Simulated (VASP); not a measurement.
Here is a VASP 6.6.1 calculation.

POSCAR

```
SnO2
1.0
    4.7592005649      0.0000000000      0.0000000000
    0.0000000000      4.7592005649      0.0000000000
    0.0000000000      0.0000000000      3.2012699643
Sn O
2 4
Direct
    0.5000000000      0.5000000000      0.5000000000
    0.0000000000      0.0000000000      0.0000000000
    0.1940616415      0.8059383585      0.5000000000
    0.8059383585      0.1940616415      0.5000000000
    0.3059383585      0.3059383585      0.0000000000
    0.6940616415      0.6940616415      0.0000000000
```

INCAR.step1

```
SYSTEM = SnO2
  PREC = Accurate
  ENCUT = 520
  ISMEAR = 0
  SIGMA = 0.02
  LREAL = .FALSE.
  LASPH = .TRUE.
  NELM = 80
  NBANDS = 35
  GGA = PE
  ALGO = Normal
  EDIFF = 1E-4
  LWAVE = .TRUE.
  LCHARG = .FALSE.
```

The input INCAR.step2:

```
SYSTEM = SnO2
  PREC = Accurate
  ENCUT = 520
  EDIFF = 1E-6
  ISMEAR = 0
  SIGMA = 0.02
  LREAL = .FALSE.
  LASPH = .TRUE.
  NELM = 80
  ALGO = Normal
  ISIF = 2
  LWAVE = .FALSE.
  LCHARG = .TRUE.
  METAGGA = R2SCAN
  LMIXTAU = .TRUE.
  LELF = .TRUE.
  LVHAR = .TRUE.
  NBANDS = 35
  ISTART = 1
```

KPOINTS

```
regular mesh
0
G
  6 6 8
  0 0 0
```

Potentials or basis: VASP PAW PBE potentials, release 64 (Sn_d, O).

Run with:

```bash
$ cat potpaw_PBE.64/Sn_d/POTCAR potpaw_PBE.64/O/POTCAR > POTCAR
$ cp INCAR.step1 INCAR
$ mpirun -np 1 vasp_std > vasp.out
$ cp INCAR.step2 INCAR
$ mpirun -np 1 vasp_std > vasp.out
```

(1) Estimate the band gap on the k mesh.

(2) Predict the largest force.

(3) What does it give for the pressure?

Results:

(1) 1.80 eV, direct.

(2) 0.032 eV/Å.

(3) 1.1 GPa.

Caveat: the PAW data sets were made with another functional, which shifts forces and pressure a little; spin-orbit coupling is left out, which moves the levels of the heavy elements.
